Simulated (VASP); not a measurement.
The system is BN.

```
N B
1.0
     0.00000    1.81300    1.81300
     1.81300    0.00000    1.81300
     1.81300    1.81300    0.00000
N B
1 1
Direct
  0.25000 0.25000 0.25000
  0.00000 0.00000 0.00000
```

Base run:

```yaml
Program: VASP 6.6.1
Functional: PBEsol
Potentials_or_basis: VASP PAW PBE potentials, release 64 (N, B)
Cutoff: 520 eV
k_mesh: 13 × 13 × 13
Occupations: gaussian, width 0.01 eV
Spin: no spin polarisation
```

Its results: band gap on the k mesh 4.34 eV, indirect (least direct gap 8.72 eV); electronic dielectric tensor (diagonal) 4.65.

Problem. The run is repeated on the same cell with these changes: functional from PBEsol to PBE. What comes out?

Solution. Band gap on the k mesh 4.52 eV, indirect (least direct gap 8.78 eV); electronic dielectric tensor (diagonal) 4.62.

A k mesh can miss the band edges.
